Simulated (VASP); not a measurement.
Input of a VASP 6.6.1 run:

File POSCAR:

```
Sb
1.0
    2.1542000000      1.2437279499      3.7580000000
   -2.1542000000      1.2437279499      3.7580000000
    0.0000000000     -2.4874558998      3.7580000000
Sb
2
Direct
    0.7665100000      0.7665100000      0.7665100000
    0.2334900000      0.2334900000      0.2334900000
```

The input INCAR.step1:

```
PREC     = Accurate       # precision mode
ENCUT    = 520            # plane-wave cutoff, eV
EDIFF    = 1E-5           # SCF threshold, eV
ISMEAR   = -1             # smearing method
SIGMA    = 0.05           # smearing width, eV
LREAL    = False          # projectors in reciprocal space
LASPH    = True           # aspherical terms in the spheres
NELM     = 80             # most SCF steps
ALGO     = Normal         # electronic algorithm
ISIF     = 2              # what is computed and relaxed
LWAVE    = True           # write WAVECAR
LCHARG   = False          # write CHGCAR
NBANDS   = 12             # bands
GGA      = PE             # functional
```

Contents of INCAR.step2:

```
PREC     = Accurate       # precision mode
ENCUT    = 520            # plane-wave cutoff, eV
EDIFF    = 1E-6           # SCF threshold, eV
ISMEAR   = -1             # smearing method
SIGMA    = 0.05           # smearing width, eV
LREAL    = False          # projectors in reciprocal space
LASPH    = True           # aspherical terms in the spheres
NELM     = 80             # most SCF steps
ALGO     = Normal         # electronic algorithm
ISIF     = 2              # what is computed and relaxed
LWAVE    = False          # write WAVECAR
LCHARG   = False          # write CHGCAR
GGA      = PE             # functional
LHFCALC  = True           # exact exchange
HFSCREEN = 0.2079         # screening, 1/A
PRECFOCK = Normal       
NBANDS   = 12             # bands
ISTART   = 1
```

File KPOINTS:

```
Automatic mesh
0
Gamma
  4 4 4
```

Potentials or basis: VASP PAW PBE potentials, release 64 (Sb).

The run is started by

```sh
$ cat potpaw_PBE.64/Sb/POTCAR > POTCAR
$ cp INCAR.step1 INCAR
$ mpirun -np 1 vasp_std > vasp.out
$ cp INCAR.step2 INCAR
$ mpirun -np 1 vasp_std > vasp.out
```

Problem. What does it give for the pressure?

Solution. -0.2 GPa.

Problem. Predict the largest force.

Solution. 0.405 eV/Å.

Forces in eV/Å, atoms in the order of the input:
```
Sb   0.000  0.000  0.405
Sb   0.000  0.000 -0.405
```

Caveat: the k points lie up to 0.44 Å⁻¹ apart; the PAW data sets were made with another functional, which shifts forces and pressure a little.
